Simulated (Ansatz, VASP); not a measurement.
Two plane-wave programs on Mg

Contents of INCAR:

```
PREC = Accurate
ENCUT = 520
EDIFF = 1E-6
ISMEAR = -1
SIGMA = 0.1
LREAL = False
LASPH = True
NELM = 100
ALGO = Normal
ISIF = 2
LWAVE = False
LCHARG = False
NBANDS = 7
```

The input KPOINTS:

```
Automatic mesh
0
Gamma
  12 12 12
```

The input POSCAR:

```
Mg
1.0
    2.9181403659      0.0000000000      0.0000000000
    0.0000000000      2.9181403659      0.0000000000
    0.0000000000      0.0000000000      2.9181403659
Mg
1
Direct
    0.0000000000      0.0000000000      0.0000000000
```

Input for Ansatz:

```yaml
crystal:
  lattice:
    - [2.9181403659, 0.0, 0.0]
    - [0.0, 2.9181403659, 0.0]
    - [0.0, 0.0, 2.9181403659]
  atoms:
    - { symbol: Mg, position: [0.0, 0.0, 0.0] }
hamiltonian:
  xc: lda
  pseudopotentials:
    kind: paw
    azcp:
      Mg: "pseudopotentials/Mg.paw.azcp"
basis:
  ecutwfc: 420
  fft_grid_basis: typed
kpoints:
  mp_grid: { grid: [12, 12, 12], shift: [0, 0, 0] }
magnetization:
  spin_polarized: false
scf:
  occupations: { method: fermi_dirac, width: 0.1 }
  lower_state_search: "off"
output:
  stress: true
```

Alike in both runs: task single point; functional LDA; k mesh 12 × 12 × 12; occupations fermi-dirac, width 0.1 eV; no spin polarisation.

```csv
,VASP,Ansatz
version,VASP 6.6.1,Ansatz 0.2.0
potentials or method,"VASP PAW LDA potentials, release 64 (Mg), cutoff 520 eV","plane waves (420 eV) with PAW, scalar-relativistic"
valence electrons in the cell,2,10
```

```csv
,VASP,Ansatz,Ansatz less VASP
pressure (GPa),1.0,1.2,+0.22
```

Ansatz warns that its potentials were made for another functional, while VASP's fit it. LDA's correlation is that of Perdew and Zunger in VASP and of Perdew and Wang (1992) in Ansatz. VASP's potentials hold 2 valence electrons a cell and Ansatz's 10, so a difference there can come from the potentials and not from the codes.
